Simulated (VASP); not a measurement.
Set up this calculation in VASP 6.6.1, as the native input.

* Task: single point
* Functional: PBEsol
* Potentials or basis: VASP PAW PBE potentials, release 64 (Al, Cu)
* Cutoff: 520 eV
* k mesh: 16 × 16 × 6
* Occupations: gaussian, width 0.05 eV
* Spin: no spin polarisation
* Dipole correction: no
* Further INCAR settings: ALGO = Normal; EDIFF = 1e-06; NBANDS = 18

The structure of Al3Cu lies in POSCAR:

```
Al3Cu
1.0
    2.7899182067      0.0000000000      0.0000000000
    0.0000000000      2.7899182067      0.0000000000
    0.0000000000      0.0000000000      7.5445371802
Al Cu
3 1
Direct
    0.0000000000      0.0000000000      0.5000000000
    0.5000000000      0.5000000000      0.2206674549
    0.5000000000      0.5000000000      0.7793325451
    0.0000000000      0.0000000000      0.0000000000
```

One way to write it, as run:

INCAR

```
ALGO = Normal ; EDIFF = 1E-6
ENCUT = 520 ; GGA = PS
ISIF = 2 ; ISMEAR = 0
LASPH = T ; LCHARG = F
LREAL = F ; LWAVE = F
NBANDS = 18 ; NELM = 60
PREC = Accurate ; SIGMA = 0.05
```

KPOINTS

```
k-points
0
Gamma
  16 16 6
```

Potentials or basis: VASP PAW PBE potentials, release 64 (Al, Cu).

The run is started by

```console
$ cat potpaw_PBE.64/Al/POTCAR potpaw_PBE.64/Cu/POTCAR > POTCAR
$ mpirun -np 1 vasp_std > vasp.out
```

Results of the run:

| Property | Result |
| --- | --- |
| Pressure | 0.3 GPa |
| Largest force | 0.022 eV/Å |
| Band gap on the k mesh | zero (band 10 reaches 12.82 eV, above the bottom of band 11 at 6.47 eV) |

Caveat: the PAW data sets were made with another functional, which shifts forces and pressure a little.

Wall time 67 s on 1 thread of Intel(R) Xeon(R) 6975P-C (Granite Rapids), on a shared host, peak memory 0.3 GiB.
